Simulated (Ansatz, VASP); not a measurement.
PbS: VASP beside Ansatz

File INCAR:

```
ALGO = Normal ; EDIFF = 1E-7
ENCUT = 520 ; GGA = PE
ISIF = 2 ; ISMEAR = 0
LASPH = T ; LCHARG = T
LELF = T ; LREAL = F
LVHAR = T ; LWAVE = F
NBANDS = 17 ; NELM = 80
PREC = Accurate ; SIGMA = 0.03
```

Contents of KPOINTS:

```
k-points
0
Gamma
  10 10 10
```

The input POSCAR:

```
PbS
1.0
    0.0000000000      2.9353500000      2.9650000000
    2.9353500000      0.0000000000      2.9650000000
    2.9353500000      2.9353500000      0.0000000000
Pb S
1 1
Direct
    0.0000000000      0.0000000000      0.0000000000
    0.5000000000      0.5000000000      0.5000000000
```

Input for Ansatz:

```yaml
crystal:
  lattice:
    - [0.0, 2.93535, 2.965]
    - [2.93535, 0.0, 2.965]
    - [2.93535, 2.93535, 0.0]
  atoms:
    - { symbol: Pb, position: [0.0, 0.0, 0.0] }
    - { symbol: S, position: [0.5, 0.5, 0.5] }
basis:
  ecutwfc: 420
kpoints:
  mp_grid: { grid: [10, 10, 10] }
hamiltonian:
  xc: pbe
scf:
  occupations: { method: gaussian, width: 0.03 }
output:
  forces: true
  stress: true
  eigenvalues: true
```

Change from the starting cell: strain -0.0100 x Voigt [1, 1, 0, 0, 0, 0], atoms carried along.

Alike in both runs: task single point; functional PBE; k mesh 10 × 10 × 10; occupations gaussian, width 0.03 eV; no spin polarisation.

|  | VASP | Ansatz |
| --- | --- | --- |
| version | VASP 6.6.1 | Ansatz 0.2.0 |
| potentials or method | VASP PAW PBE potentials, release 64 (Pb_d, S), cutoff 520 eV | scalar-relativistic, plane waves, PAW |
| valence electrons in the cell | 20 | 20 |

VASP gave:

- gap on the k mesh at the Fermi level (eV): 0.28
- least direct gap on the mesh (eV): 0.28
- pressure (GPa): 3.5
- traceless stress, the component that is largest in VASP (GPa): -0.95

Question: What did Ansatz give for the same quantities?

Answer: gap on the k mesh at the Fermi level (eV): 0.27; least direct gap on the mesh (eV): 0.27; pressure (GPa): 3.6; traceless stress, the component that is largest in VASP (GPa): -0.95.

With one functional, cell and mesh, what is left measures potentials, basis and numerics.

Neither program's run includes spin-orbit coupling.
